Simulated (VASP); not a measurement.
# SiMo3 (Pm-3n) in VASP: density of states with PBE

Aim: the density of states of SiMo3 with PBE.

Everything below comes from runs of VASP 6.6.1. Logs are shortened: lines on timing, memory, paths and dates and some standing lists are left out, and cuts for length are marked.

**1. The cell of the first run**

The structure is cubic, space group Pm-3n (No. 223). The conventional cell has a = 4.906 Å, b = 4.906 Å, c = 4.906 Å, α = 90.00°, β = 90.00°, γ = 90.00°. Si (site symmetry m-3) has 12 Mo at 2.74 Å within 3.6 Å. Within 3.2 Å of Mo (site symmetry -4m2) lie 10 Mo at 2.45 to 3.00 Å and 4 Si at 2.74 Å.

**2. Density of states, PBE**

POSCAR

```
SiMo3
1.0
    4.9064535174      0.0000000000      0.0000000000
    0.0000000000      4.9064535174      0.0000000000
    0.0000000000      0.0000000000      4.9064535174
Si Mo
2 6
Direct
    0.0000000000      0.0000000000      0.0000000000
    0.5000000000      0.5000000000      0.5000000000
    0.2500000000      0.0000000000      0.5000000000
    0.5000000000      0.7500000000      0.0000000000
    0.7500000000      0.0000000000      0.5000000000
    0.5000000000      0.2500000000      0.0000000000
    0.0000000000      0.5000000000      0.7500000000
    0.0000000000      0.5000000000      0.2500000000
```

INCAR.step1

```
SYSTEM = SiMo3
PREC = Accurate
ENCUT = 520
EDIFF = 1E-7
ISMEAR = 0
SIGMA = 0.1
LREAL = .False.
LASPH = .True.
NELM = 80
ALGO = Fast
ISIF = 2
LWAVE = .False.
LCHARG = .True.
LMAXMIX = 4
GGA = PE
NBANDS = 56
```

KPOINTS.step1

```
regular mesh
0
Gamma
  8 8 8
  0 0 0
```

INCAR.step2

```
SYSTEM = SiMo3
PREC = Accurate
ENCUT = 520
EDIFF = 1E-7
ISMEAR = -5
SIGMA = 0.1
LREAL = .False.
LASPH = .True.
NELM = 80
ALGO = Fast
ISIF = 2
LWAVE = .False.
LCHARG = .False.
LMAXMIX = 4
GGA = PE
LORBIT = 11
NEDOS = 1001
ICHARG = 11
```

KPOINTS.step2

```
regular mesh
0
Gamma
  12 12 12
  0 0 0
```

Potentials or basis: VASP PAW PBE potentials, release 64 (Si, Mo_sv).

On the command line:

```sh
$ cat potpaw_PBE.64/Si/POTCAR potpaw_PBE.64/Mo_sv/POTCAR > POTCAR
$ cp INCAR.step1 INCAR
$ cp KPOINTS.step1 KPOINTS
$ mpirun -np 1 vasp_std > vasp.out
$ cp INCAR.step2 INCAR
$ cp KPOINTS.step2 KPOINTS
$ mpirun -np 1 vasp_std > vasp.out
```

OUTCAR:

```text
SYSTEM = SiMo3
   PREC = Accurate
   ENCUT = 520
   EDIFF = 1E-7
   ISMEAR = -5
   LREAL = .False.
   LASPH = .True.
   NELM = 80
   ISIF = 2
   GGA = PE
   LORBIT = 11
   ICHARG = 11

 ion  position               nearest neighbor table
   1  0.000  0.000  0.000-   3 2.74   4 2.74   5 2.74   6 2.74   7 2.74   8 2.74   3 2.74   5 2.74
                             7 2.74   8 2.74   4 2.74   6 2.74
   2  0.500  0.500  0.500-   3 2.74   4 2.74   5 2.74   6 2.74   7 2.74   8 2.74   4 2.74   6 2.74
                             3 2.74   5 2.74   7 2.74   8 2.74
   3  0.250  0.000  0.500-   5 2.45   5 2.45   1 2.74   1 2.74   2 2.74   2 2.74   8 3.00   4 3.00
                             4 3.00   6 3.00   6 3.00   7 3.00   8 3.00   7 3.00
   4  0.500  0.750  0.000-   6 2.45   6 2.45   1 2.74   2 2.74   2 2.74   1 2.74   8 3.00   5 3.00
                             3 3.00   5 3.00   3 3.00   7 3.00   7 3.00   8 3.00
   5  0.750  0.000  0.500-   3 2.45   3 2.45   1 2.74   1 2.74   2 2.74   2 2.74   8 3.00   4 3.00
                             4 3.00   6 3.00   6 3.00   7 3.00   8 3.00   7 3.00
   6  0.500  0.250  0.000-   4 2.45   4 2.45   1 2.74   2 2.74   2 2.74   1 2.74   8 3.00   3 3.00
                             3 3.00   5 3.00   5 3.00   7 3.00   7 3.00   8 3.00
   7  0.000  0.500  0.750-   8 2.45   8 2.45   1 2.74   2 2.74   1 2.74   2 2.74   3 3.00   4 3.00
                             5 3.00   3 3.00   5 3.00   6 3.00   4 3.00   6 3.00
   8  0.000  0.500  0.250-   7 2.45   7 2.45   1 2.74   2 2.74   1 2.74   2 2.74   3 3.00   4 3.00
                             5 3.00   3 3.00   5 3.00   6 3.00   4 3.00   6 3.00

  LATTYP: Found a simple cubic cell.
 ALAT       =     4.9064535174

  Lattice vectors:

 A1 = (   4.9064535174,   0.0000000000,   0.0000000000)
 A2 = (   0.0000000000,   4.9064535174,   0.0000000000)
 A3 = (   0.0000000000,   0.0000000000,   4.9064535174)

Analysis of symmetry for initial positions (statically):
=====================================================================
 Subroutine PRICEL returns:
 Original cell was already a primitive cell.

 Routine SETGRP: Setting up the symmetry group for a
 simple cubic supercell.

 Subroutine GETGRP returns: Found 48 space group operations
 (whereof 24 operations were pure point group operations)
 out of a pool of 48 trial point group operations.

The static configuration has the point symmetry T_h .
 The point group associated with its full space group is O_h .

Analysis of symmetry for dynamics (positions and initial velocities):
=====================================================================
 Subroutine PRICEL returns:
 Original cell was already a primitive cell.

 Routine SETGRP: Setting up the symmetry group for a
 simple cubic supercell.

 Subroutine GETGRP returns: Found 48 space group operations
 (whereof 24 operations were pure point group operations)
 out of a pool of 48 trial point group operations.

The dynamic configuration has the point symmetry T_h .
 The point group associated with its full space group is O_h .

 Subroutine INISYM returns: Found 48 space group operations
 (whereof 24 operations are pure point group operations),
 and found     1 'primitive' translations

----------------------------------------------------------------------------------------

                                     Primitive cell

  volume of cell :     118.1145

  direct lattice vectors                    reciprocal lattice vectors
     4.906453517  0.000000000  0.000000000     0.203813202  0.000000000  0.000000000
     0.000000000  4.906453517  0.000000000     0.000000000  0.203813202  0.000000000
     0.000000000  0.000000000  4.906453517     0.000000000  0.000000000  0.203813202

  length of vectors
     4.906453517  4.906453517  4.906453517     0.203813202  0.203813202  0.203813202

  position of ions in fractional coordinates (direct lattice)
     0.000000000  0.000000000  0.000000000
     0.500000000  0.500000000  0.500000000
     0.250000000  0.000000000  0.500000000
     0.500000000  0.750000000  0.000000000
     0.750000000  0.000000000  0.500000000
     0.500000000  0.250000000  0.000000000
     0.000000000  0.500000000  0.750000000
     0.000000000  0.500000000  0.250000000

  ion indices of the primitive-cell ions
   primitive index   ion index
                 1           1
                 2           2
                 3           3
                 4           4
                 5           5
                 6           6
                 7           7
                 8           8

----------------------------------------------------------------------------------------

 KPOINTS: regular mesh

Automatic generation of k-mesh.
 Grid dimensions read from file:
 generate k-points for:   12   12   12

 Generating k-lattice:

  Cartesian coordinates                     Fractional coordinates (reciprocal lattice)
     0.016984433  0.000000000  0.000000000     0.083333333  0.000000000  0.000000000
     0.000000000  0.016984433  0.000000000     0.000000000  0.083333333  0.000000000
     0.000000000  0.000000000  0.016984433     0.000000000  0.000000000  0.083333333

  Length of vectors
     0.016984433  0.016984433  0.016984433

  Shift w.r.t. Gamma in fractional coordinates (k-lattice)
     0.000000000  0.000000000  0.000000000

 TETIRR: Found    854 inequivalent tetrahedra from    10368

 Subroutine IBZKPT returns following result:
 ===========================================

 Found     84 irreducible k-points:

 Following reciprocal coordinates:
            Coordinates               Weight
  0.000000  0.000000  0.000000      1.000000
  0.083333  0.000000  0.000000      6.000000
  0.166667  0.000000  0.000000      6.000000
  0.250000  0.000000  0.000000      6.000000
  0.333333  0.000000  0.000000      6.000000
  0.416667  0.000000  0.000000      6.000000
[... 16 lines left out ...]
  0.333333  0.333333  0.000000     12.000000
  0.416667  0.333333  0.000000     24.000000
 [... further k-points ...]
   k-points           NKPTS =     84   k-points in BZ     NKDIM =     84   number of bands    NBANDS=     55
   number of dos      NEDOS =   1001   number of ions     NIONS =      8
   total plane-waves  NPLWV =  46656
   dimension x,y,z NGX =    36 NGY =   36 NGZ =   36
   dimension x,y,z NGXF=    72 NGYF=   72 NGZF=   72
   ions per type =               2   6
   NGX,Y,Z   is equivalent  to a cutoff of  12.20, 12.20, 12.20 a.u.
   NGXF,Y,Z  is equivalent  to a cutoff of  24.40, 24.40, 24.40 a.u.
 SYSTEM =  SiMo3
   PREC   = accura    normal or accurate (medium, high low for compatibility)
   ISTART =      0    job   : 0-new  1-cont  2-samecut
   ICHARG =     11    charge: 1-file 2-atom 10-const
   ISPIN  =      1    spin polarized calculation?
   LNONCOLLINEAR =      F non collinear calculations
   LSORBIT =      F    spin-orbit coupling
   LASPH  =      T    aspherical Exc in radial PAW
   ENCUT  =  520.0 eV  38.22 Ry    6.18 a.u.   9.12  9.12  9.12*2*pi/ulx,y,z
   NELM   =     80;   NELMIN=  2; NELMDL=  0     # of ELM steps
   EDIFF  = 0.1E-06   stopping-criterion for ELM
   LREAL  =      F    real-space projection
   EDIFFG = 0.1E-05   stopping-criterion for IOM
   NSW    =      0    number of steps for IOM
   IBRION =     -1    ionic relax: 0-MD 1-quasi-New 2-CG
   NFREE  =      0    steps in history (QN), initial steepest desc. (CG)
   ISIF   =      2    stress and relaxation
   ISYM   =      2    0-nonsym 1-usesym 2-fastsym
   POTIM  = 0.5000    time-step for ionic-motion
   TEBEG  =    0.0;   TEEND  =   0.0 temperature during run
   PSTRESS=    0.0 pullay stress
   NELECT =      92.0000    total number of electrons
   NUPDOWN=      -1.0000    fix difference up-down
   EMIN   =  10.00;   EMAX   =-10.00  energy-range for DOS
   EFERMI =   0.00;   METHOD = LEGACY
   ISMEAR =    -5;   SIGMA  =   0.10  broadening in eV -4-tet -1-fermi 0-gaus
   EFERMI_NEDOS =   21; number of points for ismear=-14 and -15
   IALGO  =     68    algorithm
   IMIX   =      4    mixing-type and parameters
     AMIX     =   0.40;   BMIX     =  1.00
     AMIX_MAG =   1.60;   BMIX_MAG =  1.00
  volume/ion in A,a.u.               =      14.76        99.63
  Fermi-wavevector in a.u.,A,eV,Ry     =   1.506271  2.846439 30.869606  2.268852
  Thomas-Fermi vector in A             =   2.617010
   LORBIT       =     11    0 simple, 1 ext, 2 COOP (PROOUT), +10 PAW based schemes
   GGA     = PE    functional components
   LHFCALC =     F    Hartree Fock is set to
   AEXX    =    0.0000 exact exchange contribution
   IVDW    =     0    specifies the selected vdW correction
   LEPSILON=     F    determine dielectric tensor
   LRPA    =     F    only Hartree local field effects (RPA)
 non-spin polarized calculation
 RMM-DIIS sequential band-by-band and
 Fermi weights with tetrahedron method with Bloechl corrections
  energy-cutoff  :      520.00
  volume of cell :      118.11
 maximum number of plane-waves:      3203

 number of electron      91.9999974 magnetization

 Free energy of the ion-electron system (eV)
  ---------------------------------------------------
  ext. energy  EPLUGINS =         0.00000000
  ---------------------------------------------------
  free energy    TOTEN  =       -78.99950340 eV

  energy without entropy =      -78.99950340  energy(sigma->0) =      -78.99950340

 E-fermi :  12.6035     XC(G=0): -13.0557

 val. band max:       12.6368833621   @ k =   0.4167   0.2500   0.0000
 cond. band min:      12.5283356682   @ k =   0.5000   0.2500   0.0833
 fundamental gap:     -0.1085476939
 Fermi energy:        12.6035331094

 k-point     1 :       0.0000    0.0000    0.0000
  band No.  band energies     occupation
      1     -48.6766      2.00000
      2     -48.5663      2.00000
      3     -48.5663      2.00000
      4     -48.2479      2.00000
      5     -48.2479      2.00000
      6     -48.2479      2.00000
[... 47 lines left out ...]
     54      15.2851      0.00000
[... 1333 lines left out ...]
     54      14.8081      0.00000
     55      15.2204      0.00000

 [... further k-points ...]
[... 5 lines left out ...]
  --------------------------------------------------------------------------------------
  -------------------------------------------------------------------------------------
  Total        0.1793501      0.1793501      0.1793501     -0.0000000      0.0000000      0.0000000
  in kB        2.4328156      2.4328156      2.4328156     -0.0000000      0.0000000      0.0000000
  external PRESSURE =       2.4328156 kB  Pullay stress =       0.0000000 kB

 VOLUME and BASIS-vectors are now :
 -----------------------------------------------------------------------------
  energy-cutoff  :      520.00
  volume of cell :      118.11
      direct lattice vectors                 reciprocal lattice vectors
     4.906453517  0.000000000  0.000000000     0.203813202  0.000000000  0.000000000
     0.000000000  4.906453517  0.000000000     0.000000000  0.203813202  0.000000000
     0.000000000  0.000000000  4.906453517     0.000000000  0.000000000  0.203813202

 POSITION                                       TOTAL-FORCE (eV/Angst)
 -----------------------------------------------------------------------------------
      0.00000      0.00000      0.00000         0.000000      0.000000     -0.000000
      2.45323      2.45323      2.45323         0.000000      0.000000     -0.000000
      1.22661      0.00000      2.45323        -0.000000      0.000000     -0.000000
      2.45323      3.67984      0.00000         0.000000     -0.000000      0.000000
      3.67984      0.00000      2.45323         0.000000     -0.000000      0.000000
      2.45323      1.22661      0.00000        -0.000000      0.000000     -0.000000
      0.00000      2.45323      3.67984         0.000000      0.000000     -0.000000
      0.00000      2.45323      1.22661        -0.000000     -0.000000      0.000000
 -----------------------------------------------------------------------------------
    total drift:                                0.000000      0.000000     -0.000000

  FREE ENERGIE OF THE ION-ELECTRON SYSTEM (eV)
  ---------------------------------------------------
  free  energy   TOTEN  =       -78.9995034017 eV

  energy  without entropy=      -78.9995034017  energy(sigma->0) =      -78.99950340

 total charge

# of ion       s       p       d       tot
------------------------------------------
    1        0.709   0.890   0.000   1.599
    2        0.709   0.890   0.000   1.599
    3        2.329   6.195   4.064  12.589
    4        2.329   6.195   4.064  12.589
    5        2.329   6.195   4.064  12.589
    6        2.329   6.195   4.064  12.589
    7        2.329   6.195   4.064  12.589
    8        2.329   6.195   4.064  12.589
--------------------------------------------------
tot         15.394  38.950  24.386  78.730
```

Wall time 9.4 min (1 thread of Intel Xeon 6975P-C, shared host); peak memory 0.47 GiB.

Results:

* Valence electrons inside the program's atomic spheres: Si 1.60; Mo 12.59

Levels at points of the mesh, in eV from the Fermi level:
```
           k point  band 43  band 44  band 45  band 46  band 47  band 48  band 49  band 50
(0.00, 0.00, 0.00)    -1.55    -1.55     1.22     1.22     1.22     1.98     2.32     2.33
(0.50, 0.00, 0.00)    -1.70    -1.70     0.22     0.22     0.92     0.92     1.48     1.48
(0.50, 0.50, 0.00)    -1.10    -0.88    -0.88    -0.79    -0.68    -0.49    -0.13     0.22
(0.50, 0.50, 0.50)    -1.20    -1.20    -1.20    -1.20    -1.20    -1.20     1.24     1.24
```

Caveat: tetrahedron occupations give inexact forces and stress in metals.
